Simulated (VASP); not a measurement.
Runs of VASP 6.6.1 on ZnS. The structure is that of space group I-4m2 (No. 119), or close to it. The cells are those of the table. 

```tsv
cell	gap on the mesh (eV)	pressure (GPa)
a = 4.006, b = 4.006, c = 3.788 Å, angles 61.8, 61.8, 56.4°, 2 atoms	1.45	(d)
a = 3.648, b = 3.648, c = 3.788 Å, angles 58.7, 58.7, 62.5°, 2 atoms	2.27	7.3
a = 3.581, b = 3.581, c = 3.788 Å, angles 58.1, 58.1, 63.9°, 2 atoms	2.24	11.9
a = 4.082, b = 4.082, c = 3.788 Å, angles 62.4, 62.4, 55.3°, 2 atoms	(b)	-8.2
a = 3.932, b = 3.932, c = 3.788 Å, angles 61.2, 61.2, 57.6°, 2 atoms	1.67	-4.8
a = 3.515, b = 3.515, c = 3.788 Å, angles 57.4, 57.4, 65.2°, 2 atoms	1.94	(a)
a = 4.044, b = 4.044, c = 3.788 Å, angles 62.1, 62.1, 55.9°, 2 atoms	1.34	-7.5
a = 3.717, b = 3.717, c = 3.788 Å, angles 59.4, 59.4, 61.3°, 2 atoms	2.17	(c)
```

Alike in all rows: task single point; level PBEsol; potentials or basis VASP PAW PBE potentials, release 64 (Zn, S); no spin polarisation; k mesh 10 × 10 × 10; cutoff (eV) 520; smearing gaussian 0.05 eV.

Task: Fill in the values left out.

Result: (a) 17.4; (b) 1.22; (c) 3.4; (d) -6.7.

Caveats: the PAW data sets were made with another functional, which shifts forces and pressure a little; the cell stands under tension (at least some runs); the cell stands under pressure (at least some runs).

A k mesh can miss the band edges.
